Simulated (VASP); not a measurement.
Set up this calculation in VASP 6.6.1, as the native input.

- Task: single point
- Functional: revPBE
- Dispersion: D3(BJ)
- Potentials or basis: VASP PAW PBE potentials, release 64 (Ni, O)
- Cutoff: 520 eV
- k mesh: 11 × 11 × 11
- Occupations: fermi-dirac, width 0.05 eV
- Spin: collinear spin, ferromagnetic start
- Starting moments: [1.0, 0.0] μB
- Dipole correction: no
- Further INCAR settings: ALGO = Normal; EDIFF = 1e-06; NBANDS = 19

The structure of NiO lies in POSCAR:

```
NiO
1.0
    0.0000000000      2.1009134706      2.1009134706
    2.1009134706      0.0000000000      2.1009134706
    2.1009134706      2.1009134706      0.0000000000
Ni O
1 1
Direct
    0.0000000000      0.0000000000      0.0000000000
    0.5000000000      0.5000000000      0.5000000000
```

One way to write it, as run:

INCAR

```
SYSTEM = NiO
PREC = Accurate ; ENCUT = 520
EDIFF = 1E-6 ; ISMEAR = -1
SIGMA = 0.05 ; LREAL = .FALSE.
LASPH = .TRUE. ; NELM = 150
ALGO = Normal ; ISIF = 2
LWAVE = .FALSE. ; LCHARG = .FALSE.
ISPIN = 2 ; MAGMOM = 1 0
LORBIT = 11 ; LMAXMIX = 4
GGA = RE ; IVDW = 12
NBANDS = 19
```

KPOINTS

```
regular mesh
0
G
  11 11 11
  0 0 0
```

Potentials or basis: VASP PAW PBE potentials, release 64 (Ni, O).

Command:

```sh
$ cat potpaw_PBE.64/Ni/POTCAR potpaw_PBE.64/O/POTCAR > POTCAR
$ mpirun -np 1 vasp_std > vasp.out
```

It gave:

```
Pressure                                              : -0.7 GPa
Net moment                                            : 1.82 μB per cell
Site moments                                          : Ni +1.50; O +0.28 μB
Valence electrons inside the program's atomic spheres : Ni 8.94; O 4.99
Dispersion energy per atom                            : -0.515 eV
```

Caveat: the PAW data sets were made with another functional, which shifts forces and pressure a little; a cell with one magnetic atom can't hold antiferromagnetic order, which such compounds often take.

Wall time 18 s on 1 thread of Intel(R) Xeon(R) 6975P-C (Granite Rapids), on a shared host, peak memory 0.18 GiB.
